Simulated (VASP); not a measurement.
Input of a VASP 6.6.1 run:

File INCAR:

```
PREC = Accurate
ENCUT = 500
EDIFF = 1E-8
ISMEAR = -1
SIGMA = 0.05
LREAL = F
LASPH = T
NELM = 120
ALGO = Normal
ISIF = 3
LWAVE = F
LCHARG = F
GGA = PS
IBRION = 6
NFREE = 2
POTIM = 0.015
NSW = 1
GGA_COMPAT = F
```

The input KPOINTS:

```
regular mesh
0
Gamma
  10 10 8
```

The input POSCAR:

```
Ge
1.0
    1.3971490000     -2.6005160000      0.0000000000
    1.3971490000      2.6005160000      0.0000000000
    0.0000000000      0.0000000000      2.6982310000
Ge
1
Direct
    0.5000000000      0.5000000000      0.0000000000
```

Potentials or basis: VASP PAW PBE potentials, release 64 (Ge_d).

Launch:

```sh
$ cat potpaw_PBE.64/Ge_d/POTCAR > POTCAR
$ mpirun -np 1 vasp_std > vasp.out
```

(1) Estimate the Voigt bulk modulus.

## Answers

(1) 63 GPa.

Caveat: the cell is under stress, which shifts elastic constants; the PAW data sets were made with another functional, which shifts forces and pressure a little.
